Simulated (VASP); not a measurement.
Te2Mo, a slab with vacuum:

```
CELL_PARAMETERS angstrom
3.56039 0.00000 0.00000
-1.78020 3.08339 0.00000
0.00000 0.00000 24.81126
ATOMIC_POSITIONS crystal
Te 0.33333 0.66667 0.07937
Te 0.66667 0.33333 0.77636
Te 0.66667 0.33333 0.92063
Te 0.33333 0.66667 0.22364
Mo 0.33333 0.66667 0.84846
Mo 0.66667 0.33333 0.15154
```

Base run:

- Program: VASP 6.6.1
- Functional: PBEsol
- Potentials or basis: VASP PAW PBE potentials, release 64 (Te, Mo_sv)
- Cutoff: 520 eV
- k mesh: 7 × 7 × 1
- Occupations: fermi-dirac, width 0.05 eV
- Spin: no spin polarisation

Its results: band gap on the k mesh 1.30 eV, indirect (least direct gap 1.34 eV); largest force 0.137 eV/Å.

**Question.** The run is repeated on the same cell with these changes: k mesh from 7 × 7 × 1 to 6 × 6 × 1. What comes out?

**Answer.** Band gap on the k mesh 1.02 eV, direct; largest force 0.131 eV/Å.

Caveats: the PAW data sets were made with another functional, which shifts forces and pressure a little; spin-orbit coupling is left out, which moves the levels of the heavy elements.

A k mesh can miss the band edges.
